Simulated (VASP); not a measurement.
Runs of VASP 6.6.1 on HfMg3. The structure is that of space group I4/mmm (No. 139), or close to it. The cells are those of the table. 

| cell | gap on the mesh (eV) | pressure (GPa) |
| --- | --- | --- |
| a = 5.405 Å, angles 132.1, 132.1, 70.1°, 4 atoms | none | (a) |
| a = 5.368 Å, angles 132.1, 132.1, 70.1°, 4 atoms | none | 3.5 |
| a = 5.516 Å, angles 132.1, 132.1, 70.1°, 4 atoms | none | (b) |
| a = 5.552 Å, angles 132.1, 132.1, 70.1°, 4 atoms | none | -2.1 |
| a = 5.587 Å, angles 132.1, 132.1, 70.1°, 4 atoms | none | -2.9 |

Alike in all rows: task single point; level PBE; potentials or basis VASP PAW PBE potentials, release 64 (Mg, Hf_pv); no spin polarisation; k mesh 7 × 7 × 7; cutoff (eV) 520; smearing methfessel-paxton 0.1 eV.

Estimate the missing entries.

(a) 2.2; (b) -1.2.

Caveats: spin-orbit coupling is left out, which moves the levels of the heavy elements.

A k mesh can miss the band edges, and the runs leave out spin-orbit coupling on Hf.

A gap of «none» marks levels without a gap at the run's occupations.
